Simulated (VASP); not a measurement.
A run of VASP 6.6.1 is set up as follows.

INCAR

```
  PREC = Accurate
  ENCUT = 520
  EDIFF = 1E-7
  ISMEAR = 0
  SIGMA = 0.05
  LREAL = Auto
  LASPH = T
  NELM = 100
  ALGO = Normal
  ISIF = 2
  LWAVE = F
  LCHARG = T
  GGA = PS
  LELF = T
  LVHAR = T
  NBANDS = 56
```

File KPOINTS:

```
Automatic mesh
0
Gamma
  2 2 1
```

The input POSCAR:

```
H2C18O
1.0
    7.3980000000      0.0000000000      0.0000000000
   -3.6990000000      6.4068560000      0.0000000000
    0.0000000000      0.0000000000     12.0000000000
C O H
18 1 2
Direct
   -0.0011528874     -0.0041397840      0.0628900833
    0.2199771568      0.1065647488      0.0629127500
   -0.0029659056      0.3297497244      0.0628443333
    0.2218802998      0.4420587883      0.0628729167
   -0.0009035382      0.6648430993      0.0628832500
    0.2196160149      0.7750736086      0.0629455833
    0.3301452989     -0.0038088885      0.0629781667
    0.5550323863      0.1087190035      0.0630380833
    0.3324129835      0.3314861455      0.0629090833
    0.5529443385      0.4417737811      0.0629220833
    0.3320575576      0.6625925415      0.0629300000
    0.5532023929      0.7730446884      0.0629829167
    0.6656203494     -0.0019677358      0.0630960000
    0.8864206799      0.1084447660      0.0629606667
    0.6654215666      0.3293492159      0.0629230833
    0.8866641981      0.4399688396      0.0628345000
    0.6635734707      0.6628714614      0.0629110833
    0.8884816678      0.7753209999      0.0628836667
    0.8426518684      0.1100839476      0.3432840833
    0.8108872006      0.1021536929      0.2641249167
    0.7401053452      0.1370847105      0.3782055000
```

Potentials or basis: VASP PAW PBE potentials, release 64 (C, O, H).

The run is started by

```bash
$ cat potpaw_PBE.64/C/POTCAR potpaw_PBE.64/O/POTCAR potpaw_PBE.64/H/POTCAR > POTCAR
$ mpirun -np 1 vasp_std > vasp.out
```

Problem. What does it give for the band gap on the k mesh?

Solution. 0.21 eV.

Problem. Estimate the largest force.

Solution. 0.170 eV/Å.

Forces in eV/Å, atoms in the order of the input:
```
C   -0.006  0.011  0.000
C    0.001  0.017  0.001
C    0.016  0.016 -0.002
C   -0.015  0.002 -0.001
C    0.012 -0.016 -0.001
C    0.013 -0.016  0.000
C    0.010  0.014  0.001
C   -0.014  0.002  0.002
C   -0.002 -0.012  0.000
C    0.004 -0.011 -0.001
C   -0.016 -0.007  0.000
C    0.000  0.005 -0.002
C    0.001 -0.015  0.002
C    0.015 -0.010 -0.001
C   -0.011 -0.002  0.000
C    0.009  0.008 -0.002
C   -0.003  0.014 -0.001
C   -0.012  0.004  0.000
O    0.092 -0.008  0.067
H    0.011 -0.019 -0.169
H   -0.103  0.023  0.107
```

Caveat: the k points lie up to 0.49 Å⁻¹ apart; the PAW data sets were made with another functional, which shifts forces and pressure a little.
